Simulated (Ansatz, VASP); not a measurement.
# Cr in VASP and in Ansatz

File INCAR:

```
SYSTEM = Cr
  ALGO = Normal
  EDIFF = 1E-6
  ENCUT = 500
  GGA_COMPAT = .FALSE.
  ISIF = 2
  ISMEAR = -1
  LASPH = .TRUE.
  LCHARG = .FALSE.
  LREAL = .FALSE.
  LWAVE = .FALSE.
  NBANDS = 12
  NELM = 120
  PREC = Accurate
  SIGMA = 0.1
```

Contents of KPOINTS:

```
k-points
0
G
  16 16 16
  0 0 0
```

POSCAR

```
Cr
1.0
   -1.3942485114      1.3942485114      1.3942485114
    1.3942485114     -1.3942485114      1.3942485114
    1.3942485114      1.3942485114     -1.3942485114
Cr
1
Direct
    0.0000000000      0.0000000000      0.0000000000
```

Input for Ansatz:

```yaml
crystal:
  lattice:
    - [-1.3942485114, 1.3942485114, 1.3942485114]
    - [1.3942485114, -1.3942485114, 1.3942485114]
    - [1.3942485114, 1.3942485114, -1.3942485114]
  atoms:
    - { symbol: Cr, position: [0.0, 0.0, 0.0] }
hamiltonian:
  xc: lda
  pseudopotentials:
    kind: paw
    azcp:
      Cr: "pseudopotentials/Cr.paw.azcp"
basis:
  ecutwfc: 500
  fft_grid_basis: typed
kpoints:
  mp_grid: { grid: [16, 16, 16], shift: [0, 0, 0] }
magnetization:
  spin_polarized: false
scf:
  occupations: { method: fermi_dirac, width: 0.1 }
  lower_state_search: "off"
output:
  stress: true
```

Alike in both runs: task single point; functional LDA; k mesh 16 × 16 × 16; occupations fermi-dirac, width 0.1 eV; no spin polarisation.

|  | VASP | Ansatz |
| --- | --- | --- |
| version | VASP 6.6.1 | Ansatz 0.2.0 |
| potentials or method | VASP PAW LDA potentials, release 64 (Cr_pv), cutoff 500 eV | plane waves (500 eV) with PAW, scalar-relativistic |
| valence electrons in the cell | 12 | 14 |

```tsv
	VASP	Ansatz	Ansatz less VASP
pressure (GPa)	0.0	0.0	+0.01
```

Ansatz warns that its potentials were made for another functional, while VASP's fit it. LDA's correlation is that of Perdew and Zunger in VASP and of Perdew and Wang (1992) in Ansatz. VASP's potentials hold 12 valence electrons a cell and Ansatz's 14, so a difference there can come from the potentials and not from the codes.
